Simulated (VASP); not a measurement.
Here is a VASP 6.6.1 calculation.

Contents of INCAR:

```
SYSTEM = AlAs
ALGO     = Normal         ! electronic algorithm
EDIFF    = 1E-6           ! SCF threshold, eV
ENCUT    = 500            ! plane-wave cutoff, eV
GGA      = PS             ! functional
GGA_COMPAT= .FALSE.      
ISIF     = 2              ! what is computed and relaxed
ISMEAR   = 0              ! smearing method
LASPH    = .TRUE.         ! aspherical terms in the spheres
LCHARG   = .FALSE.        ! write CHGCAR
LREAL    = .FALSE.        ! projectors in reciprocal space
LWAVE    = .FALSE.        ! write WAVECAR
NBANDS   = 11             ! bands
NELM     = 120            ! most SCF steps
PREC     = Accurate       ! precision mode
SIGMA    = 0.02           ! smearing width, eV
```

File KPOINTS:

```
k-points
0
G
  8 8 8
  0 0 0
```

The input POSCAR:

```
AlAs
1.0
    0.0000000000      2.8372289503      2.8372289503
    2.8372289503      0.0000000000      2.8372289503
    2.8372289503      2.8372289503      0.0000000000
Al As
1 1
Direct
    0.0000000000      0.0000000000      0.0000000000
    0.2500000000      0.2500000000      0.2500000000
```

Potentials or basis: VASP PAW PBE potentials, release 64 (Al, As).

Run with:

```console
$ cat potpaw_PBE.64/Al/POTCAR potpaw_PBE.64/As/POTCAR > POTCAR
$ mpirun -np 1 vasp_std > vasp.out
```

**Question.** Predict the pressure.

**Answer.** 0.3 GPa.

**Question.** What does it give for the band gap on the k mesh?

**Answer.** 1.33 eV, indirect (least direct gap 1.92 eV).

Caveat: the PAW data sets were made with another functional, which shifts forces and pressure a little. A k mesh can miss the band edges.
